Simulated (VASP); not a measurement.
# Li2S (Fm-3m) in VASP: notebook, part 2 of 2

VASP 6.6.1.

### 3 Single point, PBE+D3(BJ)

This run uses another cell than the first one, of 14.40 Å³/atom.

Contents of INCAR:

```
SYSTEM = Li2S
ALGO = Normal
EDIFF = 1E-6
ENCUT = 750
GGA = PE
GGA_COMPAT = .FALSE.
ISIF = 2
ISMEAR = 0
IVDW = 12
LASPH = .TRUE.
LCHARG = .TRUE.
LELF = .TRUE.
LREAL = .FALSE.
LVHAR = .TRUE.
LWAVE = .FALSE.
NBANDS = 13
NELM = 120
PREC = Accurate
SIGMA = 0.02
```

Contents of KPOINTS:

```
k-points
0
G
  8 8 8
  0 0 0
```

Contents of POSCAR:

```
Li2S
1.0
    0.0000000000      2.7848482653      2.7848482653
    2.7848482653      0.0000000000      2.7848482653
    2.7848482653      2.7848482653      0.0000000000
Li S
2 1
Direct
    0.7500000000      0.7500000000      0.7500000000
    0.2500000000      0.2500000000      0.2500000000
    0.0000000000      0.0000000000      0.0000000000
```

Potentials or basis: VASP PAW PBE potentials, release 64 (Li_sv, S).

Run with:

```
$ cat potpaw_PBE.64/Li_sv/POTCAR potpaw_PBE.64/S/POTCAR > POTCAR
$ mpirun -np 1 vasp_std > vasp.out
```

OUTCAR:

```text
SYSTEM = Li2S
   EDIFF = 1E-6
   ENCUT = 750
   GGA = PE
   ISIF = 2
   ISMEAR = 0
   IVDW = 12
   LASPH = .TRUE.
   LREAL = .FALSE.
   NELM = 120
   PREC = Accurate
 IVDW          = 12

 ion  position               nearest neighbor table
   1  0.750  0.750  0.750-   3 2.41   3 2.41   3 2.41   3 2.41
   2  0.250  0.250  0.250-   3 2.41   3 2.41   3 2.41   3 2.41
   3  0.000  0.000  0.000-   1 2.41   2 2.41   1 2.41   1 2.41   1 2.41   2 2.41   2 2.41   2 2.41

  LATTYP: Found a face centered cubic cell.
 ALAT       =     5.5696965306

  Lattice vectors:

 A1 = (   0.0000000000,   2.7848482653,   2.7848482653)
 A2 = (   2.7848482653,   0.0000000000,   2.7848482653)
 A3 = (   2.7848482653,   2.7848482653,   0.0000000000)

Analysis of symmetry for initial positions (statically):
=====================================================================
 Subroutine PRICEL returns:
 Original cell was already a primitive cell.

 Routine SETGRP: Setting up the symmetry group for a
 face centered cubic supercell.

 Subroutine GETGRP returns: Found 48 space group operations
 (whereof 48 operations were pure point group operations)
 out of a pool of 48 trial point group operations.

The static configuration has the point symmetry O_h .

Analysis of symmetry for dynamics (positions and initial velocities):
=====================================================================
 Subroutine PRICEL returns:
 Original cell was already a primitive cell.

 Routine SETGRP: Setting up the symmetry group for a
 face centered cubic supercell.

 Subroutine GETGRP returns: Found 48 space group operations
 (whereof 48 operations were pure point group operations)
 out of a pool of 48 trial point group operations.

The dynamic configuration has the point symmetry O_h .

 Subroutine INISYM returns: Found 48 space group operations
 (whereof 48 operations are pure point group operations),
 and found     1 'primitive' translations

----------------------------------------------------------------------------------------

                                     Primitive cell

[... 125 lines left out ...]
  energy-cutoff  :      750.00
  volume of cell :       43.20
 maximum number of plane-waves:      2044
   NGX = 17   NGY = 17   NGZ = 17

 number of electron      11.9999997 magnetization

 Free energy of the ion-electron system (eV)
  ---------------------------------------------------
  ext. energy  EPLUGINS =         0.00000000
  ---------------------------------------------------
  free energy    TOTEN  =       -11.96322311 eV

  energy without entropy =      -11.96322311  energy(sigma->0) =      -11.96322311

 E-fermi :   2.0567     XC(G=0):  -8.7689

 val. band max:        1.8987248916   @ k =   0.0000   0.0000   0.0000
 cond. band min:       5.2367172558   @ k =   0.5000   0.5000   0.0000
 fundamental gap:      3.3379923642
 Fermi energy:         2.0566807296

 k-point     1 :       0.0000    0.0000    0.0000
  band No.  band energies     occupation
      1     -42.1537      2.00000
      2     -42.0981      2.00000
      3      -9.3152      2.00000
      4       1.8987      2.00000
      5       1.8987      2.00000
      6       1.8987      2.00000
      7       6.5266      0.00000
      8       8.1543      0.00000
      9       8.1543      0.00000
     10       8.1543      0.00000
     11      13.2549      0.00000
     12      13.2549      0.00000
     13      14.6742      0.00000
[... 354 lines left out ...]
  band No.  band energies     occupation
      1     -42.1246      2.00000
      2     -42.1245      2.00000
      3      -8.7500      2.00000
      4      -0.8900      2.00000
      5       0.5523      2.00000
      6       0.9022      2.00000
      7       7.8366      0.00000
      8       8.7694      0.00000
      9      10.5095      0.00000
     10      11.1961      0.00000
     11      12.5508      0.00000
     12      13.9817      0.00000
     13      15.6801      0.00000

 [... further k-points ...]

------------------------ aborting loop because EDIFF is reached ----------------------------------------

 Edisp (eV)   -0.84765

 E8    (eV) :    -0.3342

  FORCE on cell =-STRESS in cart. coord.  units (eV):
  Direction    XX          YY          ZZ          XY          YZ          ZX
  --------------------------------------------------------------------------------------
  -------------------------------------------------------------------------------------
  Total      -0.04119    -0.04119    -0.04119    -0.00000     0.00000    -0.00000
  in kB      -1.52785    -1.52785    -1.52785    -0.00000     0.00000    -0.00000
  external pressure =       -1.53 kB  Pullay stress =        0.00 kB

 VOLUME and BASIS-vectors are now :
 -----------------------------------------------------------------------------
  energy-cutoff  :      750.00
  volume of cell :       43.20
      direct lattice vectors                 reciprocal lattice vectors
     0.000000000  2.784848265  2.784848265    -0.179542996  0.179542996  0.179542996
     2.784848265  0.000000000  2.784848265     0.179542996 -0.179542996  0.179542996
     2.784848265  2.784848265  0.000000000     0.179542996  0.179542996 -0.179542996

 POSITION                                       TOTAL-FORCE (eV/Angst)
 -----------------------------------------------------------------------------------
      4.17727      4.17727      4.17727        -0.000000     -0.000000     -0.000000
      1.39242      1.39242      1.39242         0.000000      0.000000      0.000000
      0.00000      0.00000      0.00000        -0.000000     -0.000000     -0.000000
 -----------------------------------------------------------------------------------
    total drift:                                0.000000      0.000000      0.000000

  FREE ENERGIE OF THE ION-ELECTRON SYSTEM (eV)
  ---------------------------------------------------
  free  energy   TOTEN  =       -12.8108686663 eV

  energy  without entropy=      -12.8108686663  energy(sigma->0) =      -12.81086867
```

stdout:

```text
POSCAR found type information on POSCAR LiS
 POSCAR found :  2 types and       3 ions
 scaLAPACK will be used
 LDA part: xc-table for (Slater+PW92), standard interpolation
 POSCAR, INCAR and KPOINTS ok, starting setup
 FFT: planning ... GRIDC
 FFT: planning ... GRID_SOFT
 FFT: planning ... GRID
 WAVECAR not read
 entering main loop
```

Run time: 25 s. Hardware: 1 thread of AMD EPYC 7R43 (Zen 3), shared host; peak memory 0.17 GiB.

Results:

- Free energy: -12.8109 eV
- Pressure: -0.2 GPa
- Band gap on the k mesh: 3.34 eV (least direct gap 4.63 eV)
- Dispersion energy per atom: -0.283 eV

A k mesh can miss the band edges.
